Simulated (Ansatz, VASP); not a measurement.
Two plane-wave programs on KBr

Contents of POSCAR:

```
KBr
1.0
    0.0000000000      3.2431125000      3.3418875000
    3.2431125000      0.0000000000      3.3418875000
    3.2431125000      3.2431125000      0.0000000000
K Br
1 1
Direct
    0.0000000000      0.0000000000      0.0000000000
    0.5000000000      0.5000000000      0.5000000000
```

INCAR.step1

```
PREC = Accurate ; ENCUT = 520
ISMEAR = 0 ; SIGMA = 0.05
LREAL = False ; LASPH = True
NELM = 80 ; NBANDS = 15
GGA = PE ; ALGO = Normal
EDIFF = 1E-4 ; LWAVE = True
LCHARG = False
```

The input INCAR.step2:

```
PREC = Accurate ; ENCUT = 520
EDIFF = 1E-7 ; ISMEAR = 0
SIGMA = 0.05 ; LREAL = False
LASPH = True ; NELM = 80
ALGO = Normal ; ISIF = 2
LWAVE = False ; LCHARG = False
METAGGA = R2SCAN ; LMIXTAU = True
NBANDS = 15 ; ISTART = 1
```

KPOINTS

```
regular mesh
0
Gamma
  6 6 6
```

Input for Ansatz:

```yaml
crystal:
  lattice:
    - [0.0, 3.2431125, 3.3418875]
    - [3.2431125, 0.0, 3.3418875]
    - [3.2431125, 3.2431125, 0.0]
  atoms:
    - { symbol: K, position: [0.0, 0.0, 0.0] }
    - { symbol: Br, position: [0.5, 0.5, 0.5] }
basis:
  ecutwfc: 500
kpoints:
  mp_grid: { grid: [6, 6, 6] }
hamiltonian:
  xc: r2scan
scf:
  occupations: { method: gaussian, width: 0.05 }
output:
  forces: true
  stress: true
  eigenvalues: true
```

Change from the starting cell: strain -0.015 along x and y, +0.015 along z, atoms carried along.

Alike in both runs: task single point; functional r2SCAN; k mesh 6 × 6 × 6; occupations gaussian, width 0.05 eV; no spin polarisation.

|  | VASP | Ansatz |
| --- | --- | --- |
| version | VASP 6.6.1 | Ansatz 0.2.0 |
| potentials or method | VASP PAW PBE potentials, release 64 (K_sv, Br), cutoff 520 eV | scalar-relativistic, plane waves, PAW |
| valence electrons in the cell | 16 | 16 |

Ansatz gave:

```
gap on the k mesh at the Fermi level (eV)                     : 5.13
least direct gap on the mesh (eV)                             : 5.13
pressure (GPa)                                                : 0.5
traceless stress, the component that is largest in VASP (GPa) : -0.74
```

What did VASP give for the same quantities?

gap on the k mesh at the Fermi level (eV): 5.13; least direct gap on the mesh (eV): 5.13; pressure (GPa): 0.5; traceless stress, the component that is largest in VASP (GPa): -0.75.

VASP's potentials were made for PBE, not for r2SCAN.
